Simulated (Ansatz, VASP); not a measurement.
One calculation of InSb, two programs

```
In Sb
1.0
     0.00000    3.23910    3.14193
     3.23910    0.00000    3.14193
     3.23910    3.23910    0.00000
In Sb
1 1
Direct
  0.00000 0.00000 0.00000
  0.75000 0.75000 0.75000
```

Change from the starting cell: zz strain of -3 %.

Alike in both runs: task single point; functional LDA; k mesh 10 × 10 × 10; occupations fermi-dirac, width 0.03 eV; no spin polarisation.

|  | VASP | Ansatz |
| --- | --- | --- |
| version | VASP 6.6.1 | Ansatz 0.2.0 |
| potentials or method | VASP PAW LDA potentials, release 64 (In_d, Sb), cutoff 520 eV | all-electron LAPW, scalar-relativistic |

Ansatz gave:

* pressure (GPa): 0.8
* traceless stress, the component that is largest in VASP (GPa): 0.55

**Question.** Estimate VASP's values.

**Answer.** Pressure (GPa): 0.9; traceless stress, the component that is largest in VASP (GPa): 0.55.

LDA's correlation is that of Perdew and Zunger in VASP and of Perdew and Wang (1992) in Ansatz. Ansatz ran all-electron here, and VASP with PAW potentials.

Neither program's run includes spin-orbit coupling.
